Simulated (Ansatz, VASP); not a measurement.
## Two plane-wave programs on AlP

Contents of INCAR:

```
ALGO     = Normal         # electronic algorithm
EDIFF    = 1E-6           # SCF threshold, eV
ENCUT    = 500            # plane-wave cutoff, eV
GGA      = PE             # functional
GGA_COMPAT= False        
ISIF     = 2              # what is computed and relaxed
ISMEAR   = 0              # smearing method
LASPH    = True           # aspherical terms in the spheres
LCHARG   = True           # write CHGCAR
LELF     = True           # ELF
LREAL    = False          # projectors in reciprocal space
LVHAR    = True         
LWAVE    = False          # write WAVECAR
NBANDS   = 11             # bands
NELM     = 120            # most SCF steps
PREC     = Accurate       # precision mode
SIGMA    = 0.01           # smearing width, eV
```

The input KPOINTS:

```
k-points
0
Gamma
  8 8 8
```

POSCAR

```
AlP
1.0
    0.0000000000      2.7692422729      2.7692422729
    2.7692422729      0.0000000000      2.7692422729
    2.7692422729      2.7692422729      0.0000000000
Al P
1 1
Direct
    0.0000000000      0.0000000000      0.0000000000
    0.7500000000      0.7500000000      0.7500000000
```

Input for Ansatz:

```yaml
crystal:
  lattice:
    - [0.0, 2.7692422729, 2.7692422729]
    - [2.7692422729, 0.0, 2.7692422729]
    - [2.7692422729, 2.7692422729, 0.0]
  atoms:
    - { symbol: Al, position: [0.0, 0.0, 0.0] }
    - { symbol: P, position: [0.75, 0.75, 0.75] }
basis:
  ecutwfc: 420
kpoints:
  mp_grid: { grid: [8, 8, 8] }
hamiltonian:
  xc: pbe
scf:
  occupations: { method: fixed }
output:
  forces: true
  eigenvalues: true
  stress: true
```

Alike in both runs: task single point; functional PBE; k mesh 8 × 8 × 8; no spin polarisation.

|  | VASP | Ansatz |
| --- | --- | --- |
| version | VASP 6.6.1 | Ansatz 0.2.0 |
| potentials or method | VASP PAW PBE potentials, release 64 (Al, P), cutoff 500 eV | scalar-relativistic, plane waves, PAW |
| occupations | gaussian, width 0.01 eV | fixed |
| valence electrons in the cell | 8 | 8 |

```tsv
	VASP	Ansatz	Ansatz less VASP
gap on the k mesh at the Fermi level (eV)	1.66	1.66	+0.002
pressure (GPa)	-1.4	-1.3	+0.09
```
